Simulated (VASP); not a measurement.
# ZnS (P6_3/mmc) in VASP: settings compared

Aim: see how the results for ZnS move with the level of theory and the settings. Levels: PBE, r2SCAN. Tasks: single point.

All numbers are computed with VASP 6.6.1; they aren't measurements. Logs are shortened: lines on timing, memory, paths and dates and some standing lists are left out, and cuts for length are marked.

### 1 The cell of the first run

It takes space group P6_3/mmc (No. 194, hexagonal). Conventional cell: a = 4.052 Å, b = 4.052 Å, c = 6.129 Å, α = 90.00°, β = 90.00°, γ = 120.00°. Within 3.1 Å of Zn (site symmetry -6m2) lie 5 S at 2.34 to 3.06 Å. S (site symmetry -6m2) has 5 Zn at 2.34 to 3.06 Å within 3.1 Å.

### 2 Single point, PBE (21.79 Å³/atom)

INCAR reads:

```
PREC     = Accurate       # precision mode
ENCUT    = 520            # plane-wave cutoff, eV
EDIFF    = 1E-6           # SCF threshold, eV
ISMEAR   = 0              # smearing method
SIGMA    = 0.01           # smearing width, eV
LREAL    = False          # projectors in reciprocal space
LASPH    = True           # aspherical terms in the spheres
NELM     = 100            # most SCF steps
ALGO     = Normal         # electronic algorithm
ISIF     = 2              # what is computed and relaxed
LWAVE    = False          # write WAVECAR
LCHARG   = False          # write CHGCAR
GGA      = PE             # functional
NBANDS   = 26             # bands
```

KPOINTS reads:

```
regular mesh
0
Gamma
  6 6 4
```

POSCAR reads:

```
ZnS
1.0
    4.0522377576      0.0000000000      0.0000000000
   -2.0261188788      3.5093408402      0.0000000000
    0.0000000000      0.0000000000      6.1290348205
Zn S
2 2
Direct
    0.3333333333      0.6666666667      0.2500000000
    0.6666666667      0.3333333333      0.7500000000
    0.6666666667      0.3333333333      0.2500000000
    0.3333333333      0.6666666667      0.7500000000
```

Potentials or basis: VASP PAW PBE potentials, release 64 (Zn, S).

Run with:

```sh
cat potpaw_PBE.64/Zn/POTCAR potpaw_PBE.64/S/POTCAR > POTCAR
mpirun -np 1 vasp_std > vasp.out
```

OUTCAR:

```text
PREC = Accurate
   ENCUT = 520
   EDIFF = 1E-6
   ISMEAR = 0
   LREAL = False
   LASPH = True
   NELM = 100
   ISIF = 2
   GGA = PE

 ion  position               nearest neighbor table
   1  0.333  0.667  0.250-   3 2.34   3 2.34   3 2.34
   2  0.667  0.333  0.750-   4 2.34   4 2.34   4 2.34
   3  0.667  0.333  0.250-   1 2.34   1 2.34   1 2.34
   4  0.333  0.667  0.750-   2 2.34   2 2.34   2 2.34

  LATTYP: Found a hexagonal cell.
 ALAT       =     4.0522377576
 C/A-ratio  =     1.5125062218

  Lattice vectors:

 A1 = (   4.0522377576,   0.0000000000,   0.0000000000)
 A2 = (  -2.0261188788,   3.5093408402,   0.0000000000)
 A3 = (   0.0000000000,   0.0000000000,   6.1290348205)

Analysis of symmetry for initial positions (statically):
=====================================================================
 Subroutine PRICEL returns:
 Original cell was already a primitive cell.

 Routine SETGRP: Setting up the symmetry group for a
 hexagonal supercell.

 Subroutine GETGRP returns: Found 24 space group operations
 (whereof 12 operations were pure point group operations)
 out of a pool of 24 trial point group operations.

The static configuration has the point symmetry D_3d.
 The point group associated with its full space group is D_6h.

Analysis of symmetry for dynamics (positions and initial velocities):
=====================================================================
 Subroutine PRICEL returns:
 Original cell was already a primitive cell.

 Routine SETGRP: Setting up the symmetry group for a
 hexagonal supercell.

 Subroutine GETGRP returns: Found 24 space group operations
 (whereof 12 operations were pure point group operations)
 out of a pool of 24 trial point group operations.

The dynamic configuration has the point symmetry D_3d.
 The point group associated with its full space group is D_6h.

 Subroutine INISYM returns: Found 24 space group operations
 (whereof 12 operations are pure point group operations),
 and found     1 'primitive' translations

----------------------------------------------------------------------------------------

                                     Primitive cell

  volume of cell :      87.1591

  direct lattice vectors                    reciprocal lattice vectors
     4.052237758  0.000000000  0.000000000     0.246777228  0.142476899  0.000000000
    -2.026118879  3.509340840  0.000000000     0.000000000  0.284953798  0.000000000
     0.000000000  0.000000000  6.129034821     0.000000000  0.000000000  0.163157827

  length of vectors
     4.052237758  4.052237758  6.129034821     0.284953798  0.284953798  0.163157827

  position of ions in fractional coordinates (direct lattice)
     0.333333333  0.666666667  0.250000000
     0.666666667  0.333333333  0.750000000
     0.666666667  0.333333333  0.250000000
     0.333333333  0.666666667  0.750000000

  ion indices of the primitive-cell ions
   primitive index   ion index
                 1           1
                 2           2
                 3           3
                 4           4

----------------------------------------------------------------------------------------

 KPOINTS: regular mesh

Automatic generation of k-mesh.
 Grid dimensions read from file:
 generate k-points for:    6    6    4

 Generating k-lattice:

  Cartesian coordinates                     Fractional coordinates (reciprocal lattice)
     0.041129538  0.023746150  0.000000000     0.166666667 -0.000000000  0.000000000
     0.000000000  0.047492300  0.000000000     0.000000000  0.166666667  0.000000000
     0.000000000  0.000000000  0.040789457     0.000000000  0.000000000  0.250000000

  Length of vectors
     0.047492300  0.047492300  0.040789457

  Shift w.r.t. Gamma in fractional coordinates (k-lattice)
     0.000000000  0.000000000  0.000000000

 Subroutine IBZKPT returns following result:
 ===========================================

 Found     21 irreducible k-points:

 Following reciprocal coordinates:
            Coordinates               Weight
  0.000000  0.000000  0.000000      1.000000
  0.166667 -0.000000  0.000000      6.000000
  0.333333  0.000000  0.000000      6.000000
  0.500000  0.000000  0.000000      3.000000
  0.166667  0.166667  0.000000      6.000000
  0.333333  0.166667  0.000000     12.000000
[... 13 lines left out ...]
  0.333333  0.166667  0.500000     12.000000
  0.333333  0.333333  0.500000      2.000000
   k-points           NKPTS =     21   k-points in BZ     NKDIM =     21   number of bands    NBANDS=     26
   number of dos      NEDOS =    301   number of ions     NIONS =      4
   total plane-waves  NPLWV =  43200
   dimension x,y,z NGX =    30 NGY =   30 NGZ =   48
   dimension x,y,z NGXF=    60 NGYF=   60 NGZF=   96
   ions per type =               2   2
   NGX,Y,Z   is equivalent  to a cutoff of  12.31, 12.31, 13.02 a.u.
   NGXF,Y,Z  is equivalent  to a cutoff of  24.62, 24.62, 26.04 a.u.
 SYSTEM =  unknown system
   PREC   = accura    normal or accurate (medium, high low for compatibility)
   ISTART =      0    job   : 0-new  1-cont  2-samecut
   ICHARG =      2    charge: 1-file 2-atom 10-const
   ISPIN  =      1    spin polarized calculation?
   LNONCOLLINEAR =      F non collinear calculations
   LSORBIT =      F    spin-orbit coupling
   LASPH  =      T    aspherical Exc in radial PAW
   ENCUT  =  520.0 eV  38.22 Ry    6.18 a.u.   7.53  7.53 11.40*2*pi/ulx,y,z
   NELM   =    100;   NELMIN=  2; NELMDL= -5     # of ELM steps
   EDIFF  = 0.1E-05   stopping-criterion for ELM
   LREAL  =      F    real-space projection
   EDIFFG = 0.1E-04   stopping-criterion for IOM
   NSW    =      0    number of steps for IOM
   IBRION =     -1    ionic relax: 0-MD 1-quasi-New 2-CG
   NFREE  =      0    steps in history (QN), initial steepest desc. (CG)
   ISIF   =      2    stress and relaxation
   ISYM   =      2    0-nonsym 1-usesym 2-fastsym
   POTIM  = 0.5000    time-step for ionic-motion
   TEBEG  =    0.0;   TEEND  =   0.0 temperature during run
   PSTRESS=    0.0 pullay stress
   NELECT =      36.0000    total number of electrons
   NUPDOWN=      -1.0000    fix difference up-down
   EMIN   =  10.00;   EMAX   =-10.00  energy-range for DOS
   EFERMI =   0.00;   METHOD = LEGACY
   ISMEAR =     0;   SIGMA  =   0.01  broadening in eV -4-tet -1-fermi 0-gaus
   EFERMI_NEDOS =   21; number of points for ismear=-14 and -15
   IALGO  =     38    algorithm
   IMIX   =      4    mixing-type and parameters
     AMIX     =   0.40;   BMIX     =  1.00
     AMIX_MAG =   1.60;   BMIX_MAG =  1.00
  volume/ion in A,a.u.               =      21.79       147.04
  Fermi-wavevector in a.u.,A,eV,Ry     =   1.219190  2.303935 20.224038  1.486425
  Thomas-Fermi vector in A             =   2.354451
   LORBIT       =      0    0 simple, 1 ext, 2 COOP (PROOUT), +10 PAW based schemes
   GGA     = PE    functional components
   LHFCALC =     F    Hartree Fock is set to
   AEXX    =    0.0000 exact exchange contribution
   IVDW    =     0    specifies the selected vdW correction
   LEPSILON=     F    determine dielectric tensor
   LRPA    =     F    only Hartree local field effects (RPA)
 non-spin polarized calculation
 Gauss-broadening in eV      SIGMA  =   0.01
  energy-cutoff  :      520.00
  volume of cell :       87.16
 maximum number of plane-waves:      2373
   NGX = 15   NGY = 15   NGZ = 23

 number of electron      36.0000029 magnetization

 Free energy of the ion-electron system (eV)
  ---------------------------------------------------
  ext. energy  EPLUGINS =         0.00000000
  ---------------------------------------------------
  free energy    TOTEN  =       -12.97855190 eV

  energy without entropy =      -12.97855190  energy(sigma->0) =      -12.97855190

 E-fermi :   1.5824     XC(G=0):  -9.1762

 val. band max:        1.4785124624   @ k =   0.0000   0.0000   0.0000
 cond. band min:       2.7514276654   @ k =   0.0000   0.0000   0.0000
 fundamental gap:      1.2729152030
 Fermi energy:         1.5824418406

 k-point     1 :       0.0000    0.0000    0.0000
  band No.  band energies     occupation
      1     -11.2632      2.00000
      2     -10.4660      2.00000
      3      -5.0229      2.00000
      4      -5.0229      2.00000
      5      -5.0027      2.00000
      6      -5.0027      2.00000
[... 18 lines left out ...]
     25      10.2230      0.00000
     26      10.2664      0.00000

 k-point     2 :       0.1667   -0.0000    0.0000
  band No.  band energies     occupation
      1     -11.1110      2.00000
      2     -10.3834      2.00000
      3      -5.0101      2.00000
      4      -4.9952      2.00000
      5      -4.9643      2.00000
      6      -4.9398      2.00000
[... 18 lines left out ...]
     25       9.0908      0.00000
     26       9.6223      0.00000

 k-point     3 :       0.3333    0.0000    0.0000
  band No.  band energies     occupation
      1     -10.7478      2.00000
      2     -10.2396      2.00000
      3      -4.9350      2.00000
      4      -4.8990      2.00000
      5      -4.8334      2.00000
      6      -4.8030      2.00000
[... 18 lines left out ...]
     25      10.0337      0.00000
     26      10.2236      0.00000

 k-point     4 :       0.5000    0.0000    0.0000
  band No.  band energies     occupation
      1     -10.4991      2.00000
      2     -10.2131      2.00000
      3      -4.8017      2.00000
      4      -4.7898      2.00000
      5      -4.7610      2.00000
      6      -4.7263      2.00000
[... 18 lines left out ...]
     25      10.3053      0.00000
     26      11.3231      0.00000

 k-point     5 :       0.1667    0.1667    0.0000
  band No.  band energies     occupation
      1     -10.8501      2.00000
      2     -10.2701      2.00000
      3      -4.9672      2.00000
      4      -4.9614      2.00000
      5      -4.8557      2.00000
      6      -4.8247      2.00000
[... 18 lines left out ...]
     25       9.9180      0.00000
     26      10.1326      0.00000

 k-point     6 :       0.3333    0.1667    0.0000
  band No.  band energies     occupation
      1     -10.5083      2.00000
      2     -10.2086      2.00000
      3      -4.8642      2.00000
      4      -4.8468      2.00000
      5      -4.7265      2.00000
      6      -4.7019      2.00000
[... 340 lines left out ...]
 k-point    18 :       0.5000    0.0000    0.5000
  band No.  band energies     occupation
      1     -10.3419      2.00000
      2     -10.3419      2.00000
      3      -4.7992      2.00000
      4      -4.7992      2.00000
      5      -4.7509      2.00000
      6      -4.7509      2.00000
[... 18 lines left out ...]
     25      11.1137      0.00000
     26      11.1137      0.00000

 k-point    19 :       0.1667    0.1667    0.5000
  band No.  band energies     occupation
      1     -10.5635      2.00000
      2     -10.5635      2.00000
      3      -4.9737      2.00000
      4      -4.9737      2.00000
      5      -4.8479      2.00000
      6      -4.8479      2.00000
[... 18 lines left out ...]
     25       9.8219      0.00000
     26       9.8219      0.00000

 k-point    20 :       0.3333    0.1667    0.5000
  band No.  band energies     occupation
      1     -10.3449      2.00000
      2     -10.3449      2.00000
      3      -4.8604      2.00000
      4      -4.8604      2.00000
      5      -4.7345      2.00000
      6      -4.7345      2.00000
[... 18 lines left out ...]
     25      10.3329      0.00000
     26      10.3329      0.00000

 k-point    21 :       0.3333    0.3333    0.5000
  band No.  band energies     occupation
      1     -10.2700      2.00000
      2     -10.2700      2.00000
      3      -4.8158      2.00000
      4      -4.8158      2.00000
      5      -4.7121      2.00000
      6      -4.7121      2.00000
[... 18 lines left out ...]
     25      10.0834      0.00000
     26      10.0834      0.00000

------------------------ aborting loop because EDIFF is reached ----------------------------------------

  FORCE on cell =-STRESS in cart. coord.  units (eV):
  Direction    XX          YY          ZZ          XY          YZ          ZX
  --------------------------------------------------------------------------------------
  -------------------------------------------------------------------------------------
  Total       -2.2716197     -2.2716197     -0.8752710      0.0000000     -0.0000000      0.0000000
  in kB      -41.7574199    -41.7574199    -16.0894261      0.0000000     -0.0000000      0.0000000
  external PRESSURE =     -33.2014220 kB  Pullay stress =       0.0000000 kB

 VOLUME and BASIS-vectors are now :
 -----------------------------------------------------------------------------
  energy-cutoff  :      520.00
  volume of cell :       87.16
      direct lattice vectors                 reciprocal lattice vectors
     4.052237758  0.000000000  0.000000000     0.246777228  0.142476899  0.000000000
    -2.026118879  3.509340840  0.000000000     0.000000000  0.284953798  0.000000000
     0.000000000  0.000000000  6.129034821     0.000000000  0.000000000  0.163157827

 POSITION                                       TOTAL-FORCE (eV/Angst)
 -----------------------------------------------------------------------------------
     -0.00000      2.33956      1.53226        -0.000000      0.000000      0.000000
      2.02612      1.16978      4.59678         0.000000     -0.000000      0.000000
      2.02612      1.16978      1.53226         0.000000      0.000000      0.000000
     -0.00000      2.33956      4.59678        -0.000000     -0.000000      0.000000
 -----------------------------------------------------------------------------------
    total drift:                                0.000000     -0.000000      0.000000

  FREE ENERGIE OF THE ION-ELECTRON SYSTEM (eV)
  ---------------------------------------------------
  free  energy   TOTEN  =       -12.9785518983 eV

  energy  without entropy=      -12.9785518983  energy(sigma->0) =      -12.97855190
```

Run time: 66 s. Hardware: 1 thread of Intel Xeon 8259CL, shared host; peak memory 0.21 GiB.

Results:

* Free energy: -12.9786 eV
* Pressure: -3.3 GPa
* Band gap on the k mesh: 1.27 eV

Levels at points of the mesh, in eV from the valence-band top:
| k point | band 16 | band 17 | band 18 | band 19 | band 20 | band 21 |
| --- | --- | --- | --- | --- | --- | --- |
| (0.00, 0.00, 0.00) | -0.50 | -0.50 | 0.00 | 1.27 | 1.49 | 5.76 |
| (0.50, 0.00, 0.00) | -2.19 | -1.57 | -0.94 | 2.62 | 3.74 | 5.40 |
| (0.00, 0.00, 0.50) | -0.82 | -0.82 | -0.82 | 2.29 | 2.29 | 6.04 |
| (0.50, 0.00, 0.50) | -2.04 | -0.71 | -0.71 | 3.45 | 3.45 | 4.46 |

Caveat: the cell stands under tension. A k mesh can miss the band edges.

[end of part 1 of 2]
